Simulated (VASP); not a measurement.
# ZnS: relaxation of the atoms with PBE

The system is ZnS.

```
Zn S
1.0
     3.80563    0.00000    0.00000
    -1.90281    3.29577    0.00000
     0.00000    0.00000    6.24160
Zn S
2 2
Direct
  0.33333 0.66667 0.00027
  0.66667 0.33333 0.50027
  0.33333 0.66667 0.37473
  0.66667 0.33333 0.87473
```

This cell differs from its parent crystal: equal strain along all axes, cell held: -1.0 %.

```
Program                : VASP 6.6.1
Task                   : relaxation of the atoms
Functional             : PBE
Potentials or basis    : VASP PAW PBE potentials, release 64 (Zn, S)
Cutoff                 : 520 eV
k mesh                 : 12 × 12 × 4
Occupations            : gaussian, width 0.02 eV
Spin                   : no spin polarisation
Dipole correction      : no
Further INCAR settings : ALGO = Normal; EDIFF = 1e-06; IBRION = 2; EDIFFG = -0.008; NSW = 60
```

The pressure after relaxing is 2.4 GPa, the largest force after relaxing is 0.006 eV/Å and the band gap on the k mesh is 2.22 eV.

Forces on the atoms (eV/Å):
```
Zn   0.000  0.000  0.006
Zn   0.000  0.000  0.006
S    0.000  0.000 -0.006
S    0.000  0.000 -0.006
```

Final structure:
```xyz
4
Lattice="3.8056 0.0000 0.0000 -1.9028 3.2958 0.0000 0.0000 0.0000 6.2416" Properties=species:S:1:pos:R:3 pbc="T T T"
Zn    0.0000    2.1972    0.0017
Zn    1.9028    1.0986    3.1225
S     0.0000    2.1972    2.3389
S     1.9028    1.0986    5.4597
```

Levels at points of the mesh, in eV from the valence-band top:
```
           k point  band 14  band 15  band 16  band 17  band 18  band 19  band 20  band 21  band 22
(0.00, 0.00, 0.00)    -0.90    -0.90    -0.08     0.00     0.00     2.22     3.11     6.31     6.31
(0.50, 0.00, 0.00)    -4.13    -3.29    -2.25    -1.70    -0.89     3.66     4.26     5.12     6.91
(0.00, 0.00, 0.50)    -2.88    -0.47    -0.47    -0.47    -0.47     3.57     3.57     6.77     6.77
(0.50, 0.00, 0.50)    -4.88    -1.64    -1.64    -1.62    -1.62     3.55     3.55     5.22     5.22
```

Wall time 41 s on 1 thread of Intel(R) Xeon(R) 6975P-C (Granite Rapids) (shared host), peak memory 0.23 GiB.

Caveat: the cell differs from its parent crystal (equal strain along all axes, cell held: -1.0 %); the relaxation stopped at its first step, so nothing moved. A k mesh can miss the band edges.
